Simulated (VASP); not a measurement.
Runs of VASP 6.6.1 on CuO. The structure is that of space group P4/mmm (No. 123), or close to it. The cells are those of the table. 

```tsv
task	level	potentials or basis	U	cell	k mesh	cutoff (eV)	gap on the mesh (eV)	pressure (GPa)
single point	PBE	VASP PAW PBE potentials, release 64 (Cu_sv_GW, O)	-	a = 4.161, b = 4.161, c = 3.888 Å, 6 atoms	5 × 5 × 5	820	none	1.2
single point	PBEsol	VASP PAW PBE potentials, release 64 (Cu, O)	-	a = 4.161, b = 4.161, c = 3.810 Å, 6 atoms	6 × 6 × 6	520	none	-0.3
single point	PBE+U	VASP PAW PBE potentials, release 64 (Cu, O)	Cu d U = 5.3 eV	a = 4.161, b = 4.161, c = 3.888 Å, 6 atoms	7 × 7 × 7	520	none	-0.7
single point	PBEsol	VASP PAW PBE potentials, release 64 (Cu, O)	-	a = 4.161, b = 4.161, c = 4.043 Å, 6 atoms	6 × 6 × 6	520	none	(b)
single point	r2SCAN	VASP PAW PBE potentials, release 64 (Cu_sv_GW, O)	-	a = 4.161, b = 4.161, c = 3.888 Å, 6 atoms	7 × 7 × 7	900	none	-5.1
single point	PBEsol	VASP PAW PBE potentials, release 64 (Cu, O)	-	a = 4.161, b = 4.161, c = 3.965 Å, 6 atoms	6 × 6 × 6	520	none	-8.6
single point	PBE+D4	VASP PAW PBE potentials, release 64 (Cu_sv_GW, O)	-	a = 4.143, b = 4.143, c = 3.873 Å, 6 atoms	7 × 7 × 7	820	none	-1.1
single point	r2SCAN+U	VASP PAW PBE potentials, release 64 (Cu, O)	Cu d U = 4.5 eV	a = 4.117, b = 4.117, c = 3.888 Å, 6 atoms	7 × 7 × 7	520	none	(a)
single point	RPBE	VASP PAW PBE potentials, release 64 (Cu, O)	-	a = 4.322, b = 4.322, c = 3.870 Å, 6 atoms	7 × 7 × 7	520	none	(c)
relaxation of cell and atoms	LDA	VASP PAW LDA potentials, release 64 (Cu, O)	-	relaxed from a = 4.161, b = 4.161, c = 3.888 Å, 6 atoms	7 × 7 × 7	600	none	-0.1
single point	LDA	VASP PAW LDA potentials, release 64 (Cu_sv_GW, O)	-	a = 4.043, b = 4.043, c = 3.807 Å, 6 atoms	7 × 7 × 7	820	none	-0.3
single point	LDA	VASP PAW LDA potentials, release 64 (Cu_sv_GW, O)	-	a = 4.161, b = 4.161, c = 3.888 Å, 6 atoms	7 × 7 × 7	820	none	-11.8
```

Alike in all rows: no spin polarisation; smearing fermi-dirac 0.05 eV.

Problem. Fill in the values left out.

Solution. (a) -4.4; (b) -11.7; (c) 0.5.

Caveats: an odd number of electrons without spin polarisation forces a metal; a magnetic or distorted state may lie lower; semilocal functionals often make such compounds metallic where correlation or magnetic order opens a gap, which also shifts bond lengths (at least some runs); the PAW data sets were made with another functional, which shifts forces and pressure a little (at least some runs); U without spin polarisation on a metal has little footing (at least some runs); the cell stands under tension (at least some runs); the stress differs along the axes, from -19 to -8 GPa (at least some runs).

A gap of «none» marks levels without a gap at the run's occupations.

The runs don't all hold the same shells in valence.
